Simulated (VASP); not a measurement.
A run of VASP 6.6.1:

INCAR

```
SYSTEM = B
ALGO     = Normal         ! electronic algorithm
EDIFF    = 1E-6           ! SCF threshold, eV
ENCUT    = 500            ! plane-wave cutoff, eV
GGA      = PE             ! functional
GGA_COMPAT= .False.      
ISIF     = 2              ! what is computed and relaxed
ISMEAR   = 0              ! smearing method
LASPH    = .True.         ! aspherical terms in the spheres
LCHARG   = .False.        ! write CHGCAR
LREAL    = .False.        ! projectors in reciprocal space
LWAVE    = .False.        ! write WAVECAR
NBANDS   = 8              ! bands
NELM     = 120            ! most SCF steps
PREC     = Accurate       ! precision mode
SIGMA    = 0.1            ! smearing width, eV
```

File KPOINTS:

```
k-points
0
Gamma
  10 10 10
  0 0 0
```

Contents of POSCAR:

```
B
1.0
    0.0000000000      1.6523701048      1.6523701048
    1.6523701048      0.0000000000      1.6523701048
    1.6523701048      1.6523701048      0.0000000000
B
1
Direct
    0.0000000000      0.0000000000      0.0000000000
```

Potentials or basis: VASP PAW PBE potentials, release 64 (B).

The run is started by

```sh
$ cat potpaw_PBE.64/B/POTCAR > POTCAR
$ mpirun -np 1 vasp_std > vasp.out
```

Hardware: 1 thread of AMD EPYC 9R45 96-Core Processor (Zen 5) (shared host).

Task: How long does it take, and how much memory?

Result: Wall time 2.1 s on 1 thread of AMD EPYC 9R45 96-Core Processor (Zen 5), on a shared host, peak memory 0.08 GiB. Counts: scf iterations 9, k points 47.
